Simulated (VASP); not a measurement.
# SnO2: single point with PBE

The system is SnO2.

```
Sn O
1.0
     4.94052    0.00000    0.00000
     0.00000    4.94054    0.00000
     0.00000    0.00000    3.08669
Sn O
2 4
Direct
  0.50000 0.50000 0.50000
  0.00000 0.00000 0.00000
  0.31888 0.29433 0.00000
  0.81888 0.20567 0.50000
  0.18112 0.79433 0.50000
  0.68112 0.70567 0.00000
```

This cell differs from its parent crystal: atoms displaced along a vibrational mode, the cell strained.

| Property | Result |
| --- | --- |
| Program | VASP 6.6.1 |
| Task | single point |
| Functional | PBE |
| Potentials or basis | VASP PAW PBE potentials, release 64 (Sn_d, O) |
| Cutoff | 520 eV |
| k mesh | 6 × 6 × 8 |
| Occupations | gaussian, width 0.05 eV |
| Spin | no spin polarisation |
| Dipole correction | no |
| Further INCAR settings | ALGO = Normal; EDIFF = 1e-06; NBANDS = 35 |

| Property | Result |
| --- | --- |
| Pressure | 4.0 GPa |
| Largest force | 0.169 eV/Å |
| Band gap on the k mesh | 1.02 eV |

Forces on the atoms (eV/Å):
```
Sn   0.000  0.000  0.000
Sn   0.000  0.000  0.000
O   -0.152 -0.074  0.000
O   -0.152  0.074  0.000
O    0.152 -0.074  0.000
O    0.152  0.074  0.000
```

Stress tensor (GPa, compression positive):
```
-0.80  0.00  0.00
 0.00 -1.95  0.00
 0.00  0.00 14.74
```

Levels at points of the mesh, in eV from the valence-band top:
```tsv
k point	band 24	band 25	band 26	band 27	band 28	band 29
(0.00, 0.00, 0.00)	-0.83	-0.72	0.00	1.02	6.33	6.54
(0.50, 0.00, 0.00)	-0.98	-0.73	-0.73	4.06	4.06	7.61
(0.00, 0.50, 0.00)	-0.98	-0.53	-0.53	3.92	3.92	7.22
(0.50, 0.50, 0.00)	-1.06	-0.92	-0.92	4.55	4.55	7.56
(0.00, 0.00, 0.50)	-1.44	-1.12	-1.12	5.70	5.70	9.13
(0.50, 0.00, 0.50)	-1.07	-0.76	-0.76	5.85	5.85	7.18
(0.00, 0.50, 0.50)	-0.96	-0.88	-0.88	5.94	5.94	7.34
(0.50, 0.50, 0.50)	-0.93	-0.80	-0.80	4.37	4.37	8.61
```

Run time: 4.6 min on 1 thread of Intel Xeon 8259CL, on a shared host, peak memory 0.3 GiB.

Caveat: the cell differs from its parent crystal (atoms displaced along a vibrational mode, the cell strained); the stress differs along the axes, from -2 to 15 GPa; spin-orbit coupling is left out, which moves the levels of the heavy elements.
